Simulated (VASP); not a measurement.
# MgO (Amm2) in VASP: notebook

The runs below take MgO through single point, with LDA.

All numbers are computed with VASP 6.6.1; they aren't measurements. Logs are shortened: lines on timing, memory, paths and dates and some standing lists are left out, and cuts for length are marked.

**1. The cell of the first run**

Symmetry: Amm2, No. 38, orthorhombic system. The conventional cell has a = 4.161 Å, b = 5.884 Å, c = 5.884 Å, α = 90.00°, β = 90.00°, γ = 90.00°. Mg (site symmetry mm2) has 4 O at 1.75 to 2.14 Å within 2.3 Å. Within 2.8 Å of Mg (site symmetry mm2) lie 6 O at 2.08 Å and 1 Mg at 2.42 Å. Within 2.8 Å of Mg (site symmetry m) lie 6 O at 2.08 Å and 2 Mg at 2.72 Å. O (site symmetry m) has 5 Mg at 1.75 to 2.08 Å within 2.3 Å. O (site symmetry mm2) has 6 Mg at 2.08 to 2.14 Å within 2.8 Å. Within 2.8 Å of O (site symmetry mm2) lie 6 Mg at 2.08 Å.

**2. Single point, LDA (atom 1 (Mg) moved by -0.520 Å along [1 1 0] and +0.000 Å along [0 0 1])**

The input, INCAR:

```
PREC = Accurate
ENCUT = 520
EDIFF = 1E-7
ISMEAR = 0
SIGMA = 0.05
LREAL = False
LASPH = True
NELM = 60
ALGO = Normal
ISIF = 2
LWAVE = False
LCHARG = True
GGA = CA
LELF = True
LVHAR = True
NBANDS = 26
```

The input, KPOINTS:

```
regular mesh
0
Gamma
  6 6 6
```

The input, POSCAR:

```
MgO
1.0
    4.1607146133      0.0000000000      0.0000000000
    0.0000000000     -4.1607146133      0.0000000000
    0.0000000000      0.0000000000     -4.1607146133
Mg O
4 4
Direct
   -0.0883731667      1.0883731667      1.0000000000
    0.5000000000      0.5000000000      1.0000000000
    0.5000000000      1.0000000000      0.5000000000
    0.0000000000      0.5000000000      0.5000000000
    0.5000000000      0.0000000000      0.0000000000
    0.0000000000      0.5000000000      0.0000000000
    0.0000000000      0.0000000000      0.5000000000
    0.5000000000      0.5000000000      0.5000000000
```

Potentials or basis: VASP PAW LDA potentials, release 64 (Mg, O).

On the command line:

```bash
$ cat potpaw_LDA.64/Mg/POTCAR potpaw_LDA.64/O/POTCAR > POTCAR
$ mpirun -np 1 vasp_std > vasp.out
```

OUTCAR:

```text
PREC = Accurate
   ENCUT = 520
   EDIFF = 1E-7
   ISMEAR = 0
   LREAL = False
   LASPH = True
   NELM = 60
   ISIF = 2
   GGA = CA

 ion  position               nearest neighbor table
   1  0.912  0.088  0.000-   5 1.75   6 1.75   7 2.14   7 2.14   2 2.42   5 2.48   6 2.48   3 2.72
                             4 2.72   4 2.72   3 2.72   2 2.99   2 2.99   3 3.23   4 3.23   3 3.23
   2  0.500  0.500  0.000-   5 2.08   6 2.08   8 2.08   8 2.08   5 2.08   6 2.08   1 2.42   4 2.94
                             4 2.94   3 2.94   3 2.94   3 2.94   4 2.94   3 2.94   4 2.94   1 2.99
   3  0.500  0.000  0.500-   5 2.08   7 2.08   8 2.08   5 2.08   8 2.08   7 2.08   1 2.72   1 2.72
                             2 2.94   2 2.94   4 2.94   4 2.94   2 2.94   4 2.94   2 2.94   4 2.94
   4  0.000  0.500  0.500-   6 2.08   7 2.08   8 2.08   6 2.08   7 2.08   8 2.08   1 2.72   1 2.72
                             2 2.94   3 2.94   3 2.94   2 2.94   3 2.94   2 2.94   2 2.94   3 2.94
   5  0.500  0.000  0.000-   1 1.75   2 2.08   3 2.08   3 2.08   2 2.08   1 2.48
   6  0.000  0.500  0.000-   1 1.75   2 2.08   4 2.08   4 2.08   2 2.08   1 2.48
   7  0.000  0.000  0.500-   3 2.08   4 2.08   4 2.08   3 2.08   1 2.14   1 2.14
   8  0.500  0.500  0.500-   2 2.08   3 2.08   4 2.08   2 2.08   3 2.08   4 2.08

  LATTYP: Found a simple cubic cell.
 ALAT       =     4.1607146133

  Lattice vectors:

 A1 = (   4.1607146133,   0.0000000000,   0.0000000000)
 A2 = (   0.0000000000,  -4.1607146133,   0.0000000000)
 A3 = (   0.0000000000,   0.0000000000,  -4.1607146133)

Analysis of symmetry for initial positions (statically):
=====================================================================
 Subroutine PRICEL returns:
 Original cell was already a primitive cell.

 Routine SETGRP: Setting up the symmetry group for a
 simple cubic supercell.

 Subroutine GETGRP returns: Found  4 space group operations
 (whereof  4 operations were pure point group operations)
 out of a pool of 48 trial point group operations.

The static configuration has the point symmetry C_2v.

Analysis of symmetry for dynamics (positions and initial velocities):
=====================================================================
 Subroutine PRICEL returns:
 Original cell was already a primitive cell.

 Routine SETGRP: Setting up the symmetry group for a
 simple cubic supercell.

 Subroutine GETGRP returns: Found  4 space group operations
 (whereof  4 operations were pure point group operations)
 out of a pool of 48 trial point group operations.

The dynamic configuration has the point symmetry C_2v.

 Subroutine INISYM returns: Found  4 space group operations
 (whereof  4 operations are pure point group operations),
 and found     1 'primitive' translations

----------------------------------------------------------------------------------------

                                     Primitive cell

  volume of cell :      72.0284

  direct lattice vectors                    reciprocal lattice vectors
     4.160714613  0.000000000  0.000000000     0.240343329  0.000000000  0.000000000
     0.000000000 -4.160714613  0.000000000     0.000000000 -0.240343329  0.000000000
     0.000000000  0.000000000 -4.160714613     0.000000000  0.000000000 -0.240343329

  length of vectors
     4.160714613  4.160714613  4.160714613     0.240343329  0.240343329  0.240343329

  position of ions in fractional coordinates (direct lattice)
     0.911626833  0.088373167  0.000000000
     0.500000000  0.500000000  0.000000000
     0.500000000  0.000000000  0.500000000
     0.000000000  0.500000000  0.500000000
     0.500000000  0.000000000  0.000000000
     0.000000000  0.500000000  0.000000000
     0.000000000  0.000000000  0.500000000
     0.500000000  0.500000000  0.500000000

  ion indices of the primitive-cell ions
   primitive index   ion index
                 1           1
                 2           2
                 3           3
                 4           4
                 5           5
                 6           6
                 7           7
                 8           8

----------------------------------------------------------------------------------------

 KPOINTS: regular mesh

Automatic generation of k-mesh.
 Grid dimensions read from file:
 generate k-points for:    6    6    6

 Generating k-lattice:

  Cartesian coordinates                     Fractional coordinates (reciprocal lattice)
     0.040057221  0.000000000  0.000000000     0.166666667  0.000000000  0.000000000
     0.000000000 -0.040057221  0.000000000     0.000000000  0.166666667  0.000000000
     0.000000000  0.000000000 -0.040057221     0.000000000  0.000000000  0.166666667

  Length of vectors
     0.040057221  0.040057221  0.040057221

  Shift w.r.t. Gamma in fractional coordinates (k-lattice)
     0.000000000  0.000000000  0.000000000

 Subroutine IBZKPT returns following result:
 ===========================================

 Found     52 irreducible k-points:

 Following reciprocal coordinates:
            Coordinates               Weight
  0.000000  0.000000  0.000000      1.000000
  0.166667  0.000000  0.000000      4.000000
  0.000000  0.000000  0.166667      2.000000
  0.333333  0.000000  0.000000      4.000000
  0.000000  0.000000  0.333333      2.000000
  0.500000  0.000000  0.000000      2.000000
[... 16 lines left out ...]
  0.333333  0.000000  0.500000      4.000000
  0.500000  0.500000  0.000000      1.000000
 [... further k-points ...]
   k-points           NKPTS =     52   k-points in BZ     NKDIM =     52   number of bands    NBANDS=     26
   number of dos      NEDOS =    301   number of ions     NIONS =      8
   total plane-waves  NPLWV =  32768
   dimension x,y,z NGX =    32 NGY =   32 NGZ =   32
   dimension x,y,z NGXF=    64 NGYF=   64 NGZF=   64
   ions per type =               4   4
   NGX,Y,Z   is equivalent  to a cutoff of  12.79, 12.79, 12.79 a.u.
   NGXF,Y,Z  is equivalent  to a cutoff of  25.57, 25.57, 25.57 a.u.
 SYSTEM =  unknown system
   PREC   = accura    normal or accurate (medium, high low for compatibility)
   ISTART =      0    job   : 0-new  1-cont  2-samecut
   ICHARG =      2    charge: 1-file 2-atom 10-const
   ISPIN  =      1    spin polarized calculation?
   LNONCOLLINEAR =      F non collinear calculations
   LSORBIT =      F    spin-orbit coupling
   LASPH  =      T    aspherical Exc in radial PAW
   ENCUT  =  520.0 eV  38.22 Ry    6.18 a.u.   7.74  7.74  7.74*2*pi/ulx,y,z
   NELM   =     60;   NELMIN=  2; NELMDL= -5     # of ELM steps
   EDIFF  = 0.1E-06   stopping-criterion for ELM
   LREAL  =      F    real-space projection
   EDIFFG = 0.1E-05   stopping-criterion for IOM
   NSW    =      0    number of steps for IOM
   IBRION =     -1    ionic relax: 0-MD 1-quasi-New 2-CG
   NFREE  =      0    steps in history (QN), initial steepest desc. (CG)
   ISIF   =      2    stress and relaxation
   ISYM   =      2    0-nonsym 1-usesym 2-fastsym
   POTIM  = 0.5000    time-step for ionic-motion
   TEBEG  =    0.0;   TEEND  =   0.0 temperature during run
   PSTRESS=    0.0 pullay stress
   NELECT =      32.0000    total number of electrons
   NUPDOWN=      -1.0000    fix difference up-down
   EMIN   =  10.00;   EMAX   =-10.00  energy-range for DOS
   EFERMI =   0.00;   METHOD = LEGACY
   ISMEAR =     0;   SIGMA  =   0.05  broadening in eV -4-tet -1-fermi 0-gaus
   EFERMI_NEDOS =   21; number of points for ismear=-14 and -15
   IALGO  =     38    algorithm
   IMIX   =      4    mixing-type and parameters
     AMIX     =   0.40;   BMIX     =  1.00
     AMIX_MAG =   1.60;   BMIX_MAG =  1.00
  volume/ion in A,a.u.               =       9.00        60.76
  Fermi-wavevector in a.u.,A,eV,Ry     =   1.249176  2.360600 21.231078  1.560440
  Thomas-Fermi vector in A             =   2.383228
   LORBIT       =      0    0 simple, 1 ext, 2 COOP (PROOUT), +10 PAW based schemes
   GGA     = CA    functional components
   LHFCALC =     F    Hartree Fock is set to
   AEXX    =    0.0000 exact exchange contribution
   IVDW    =     0    specifies the selected vdW correction
   LEPSILON=     F    determine dielectric tensor
   LRPA    =     F    only Hartree local field effects (RPA)
 non-spin polarized calculation
 Gauss-broadening in eV      SIGMA  =   0.05
  energy-cutoff  :      520.00
  volume of cell :       72.03
 maximum number of plane-waves:      1956
   NGX = 15   NGY = 15   NGZ = 15

 number of electron      32.0000014 magnetization

 Free energy of the ion-electron system (eV)
  ---------------------------------------------------
  ext. energy  EPLUGINS =         0.00000000
  ---------------------------------------------------
  free energy    TOTEN  =       -52.10941863 eV

  energy without entropy =      -52.10941863  energy(sigma->0) =      -52.10941863

 E-fermi :   3.3168     XC(G=0): -11.7396

 val. band max:        3.1176666333   @ k =   0.0000   0.0000   0.0000
 cond. band min:       8.0738727408   @ k =   0.0000   0.0000   0.0000
 fundamental gap:      4.9562061076
 Fermi energy:         3.3168240343

 k-point     1 :       0.0000    0.0000    0.0000
  band No.  band energies     occupation
      1     -14.1013      2.00000
      2     -12.4706      2.00000
      3     -12.4450      2.00000
      4     -12.1904      2.00000
      5      -1.1965      2.00000
      6      -1.1751      2.00000
[... 18 lines left out ...]
     25      16.4109      0.00000
     26      16.4876      0.00000

 k-point     2 :       0.1667    0.0000    0.0000
  band No.  band energies     occupation
      1     -13.9950      2.00000
      2     -12.5521      2.00000
      3     -12.4359      2.00000
      4     -12.2095      2.00000
      5      -1.0599      2.00000
      6      -1.0308      2.00000
[... 18 lines left out ...]
     25      16.3349      0.00000
[... 608 lines left out ...]
     25      16.0457      0.00000
     26      16.3377      0.00000

 k-point    24 :       0.5000    0.5000    0.0000
  band No.  band energies     occupation
      1     -12.8737      2.00000
      2     -12.8304      2.00000
      3     -12.8036      2.00000
      4     -12.4711      2.00000
      5      -0.7306      2.00000
      6      -0.5711      2.00000
[... 18 lines left out ...]
     25      16.0986      0.00000
     26      16.9339      0.00000

 [... further k-points ...]

------------------------ aborting loop because EDIFF is reached ----------------------------------------

  FORCE on cell =-STRESS in cart. coord.  units (eV):
  Direction    XX          YY          ZZ          XY          YZ          ZX
  --------------------------------------------------------------------------------------
  -------------------------------------------------------------------------------------
  Total        5.3423241      5.3423241     -0.5332530     -1.1919064      0.0000000      0.0000000
  in kB      118.8329914    118.8329914    -11.8615138    -26.5123939      0.0000000      0.0000000
  external PRESSURE =      75.2681563 kB  Pullay stress =       0.0000000 kB

 VOLUME and BASIS-vectors are now :
 -----------------------------------------------------------------------------
  energy-cutoff  :      520.00
  volume of cell :       72.03
      direct lattice vectors                 reciprocal lattice vectors
     4.160714613  0.000000000  0.000000000     0.240343329  0.000000000  0.000000000
     0.000000000 -4.160714613  0.000000000     0.000000000 -0.240343329  0.000000000
     0.000000000  0.000000000 -4.160714613     0.000000000  0.000000000 -0.240343329

 POSITION                                       TOTAL-FORCE (eV/Angst)
 -----------------------------------------------------------------------------------
      3.79302     -0.36770      0.00000         5.084832      5.084832      0.000000
      2.08036     -2.08036      0.00000        -1.381446     -1.381446      0.000000
      2.08036      0.00000     -2.08036        -0.942431      0.356333      0.000000
      0.00000     -2.08036     -2.08036         0.356333     -0.942431      0.000000
      2.08036      0.00000      0.00000        -2.638016     -0.017978      0.000000
      0.00000     -2.08036      0.00000        -0.017978     -2.638016      0.000000
      0.00000      0.00000     -2.08036        -0.596455     -0.596455      0.000000
      2.08036     -2.08036     -2.08036         0.135160      0.135160      0.000000
 -----------------------------------------------------------------------------------
    total drift:                                0.000277      0.000277      0.000000

  FREE ENERGIE OF THE ION-ELECTRON SYSTEM (eV)
  ---------------------------------------------------
  free  energy   TOTEN  =       -52.1094186350 eV

  energy  without entropy=      -52.1094186350  energy(sigma->0) =      -52.10941863
```

Run time: 60 s. Hardware: 1 thread of Intel Xeon Platinum 8488C (Sapphire Rapids), shared host; peak memory 0.19 GiB.

What came out:

| Property | Result |
| --- | --- |
| Free energy | -52.1094 eV |
| Pressure | 7.5 GPa |
| Largest force | 7.191 eV/Å |
| Band gap on the k mesh | 4.96 eV, direct |

Forces in eV/Å, atoms in the order of the input:
```
Mg   5.085  5.085  0.000
Mg  -1.381 -1.381  0.000
Mg  -0.942  0.356  0.000
Mg   0.356 -0.942  0.000
O   -2.638 -0.018  0.000
O   -0.018 -2.638  0.000
O   -0.596 -0.596  0.000
O    0.135  0.135  0.000
```

Stress tensor (GPa, compression positive):
```
11.88 -2.65  0.00
-2.65 11.88  0.00
 0.00  0.00 -1.19
```

Caveat: the cell differs from its parent crystal (atom 1 (Mg) moved by -0.520 Å along [1 1 0] and +0.000 Å along [0 0 1]); forces of over 1 eV/Å act on the atoms, so gaps and moduli don't describe the material at rest.

**3. Single point, LDA (atom 1 (Mg) moved by -0.312 Å along [1 1 0] and +0.000 Å along [0 0 1])**

The input, INCAR:

```
SYSTEM = MgO
PREC = Accurate
ENCUT = 520
EDIFF = 1E-6
ISMEAR = 0
SIGMA = 0.05
LREAL = .FALSE.
LASPH = .TRUE.
NELM = 60
ALGO = Normal
ISIF = 2
LWAVE = .FALSE.
LCHARG = .TRUE.
LELF = .TRUE.
LVHAR = .TRUE.
NBANDS = 26
```

The input, KPOINTS:

```
Automatic mesh
0
G
  6 6 6
  0 0 0
```

Edit POSCAR of step 2 so:

```diff
@@ -8,3 +8,3 @@
 Direct
-   -0.0883731667      1.0883731667      1.0000000000
+   -0.0530239000      1.0530239000      1.0000000000
     0.5000000000      0.5000000000      1.0000000000
```

Potentials or basis: VASP PAW LDA potentials, release 64 (Mg, O).

On the command line:

```bash
$ cat potpaw_LDA.64/Mg/POTCAR potpaw_LDA.64/O/POTCAR > POTCAR
$ mpirun -np 1 vasp_std > vasp.out
```

Run time: 55 s. Hardware: 1 thread of Intel Xeon Platinum 8488C (Sapphire Rapids), shared host; peak memory 0.2 GiB.

The run converged. Its results:

```yaml
Free_energy: -53.2276 eV
Pressure: 1.4 GPa
Largest_force: 3.725 eV/Å
Band_gap_on_the_k_mesh: 5.00 eV, direct
```

Forces in eV/Å, atoms in the order of the input:
```
Mg   2.634  2.634  0.000
Mg  -0.680 -0.680  0.000
Mg  -0.589  0.195  0.000
Mg   0.195 -0.589  0.000
O   -1.044 -0.237  0.000
O   -0.237 -1.044  0.000
O   -0.347 -0.347  0.000
O    0.068  0.068  0.000
```

Stress tensor (GPa, compression positive):
```
 2.99 -0.46  0.00
-0.46  2.99  0.00
 0.00  0.00 -1.66
```

Levels at points of the mesh, in eV from the valence-band top:
```
           k point  band 14  band 15  band 16  band 17  band 18  band 19
(0.00, 0.00, 0.00)    -0.04    -0.01     0.00     5.00     8.85     8.94
(0.50, 0.00, 0.00)    -0.83    -0.75    -0.73     8.17     8.40    10.64
(0.00, 0.00, 0.50)    -0.77    -0.76    -0.75     8.32     8.33    10.84
(0.50, 0.50, 0.00)    -0.70    -0.68    -0.62     9.39     9.63     9.67
(0.00, 0.50, 0.50)    -0.74    -0.70    -0.60     9.51     9.55     9.73
(0.50, 0.50, 0.50)    -0.67    -0.62    -0.59     7.87     7.96     7.97
```

Caveat: the cell differs from its parent crystal (atom 1 (Mg) moved by -0.312 Å along [1 1 0] and +0.000 Å along [0 0 1]); forces of over 1 eV/Å act on the atoms, so gaps and moduli don't describe the material at rest.
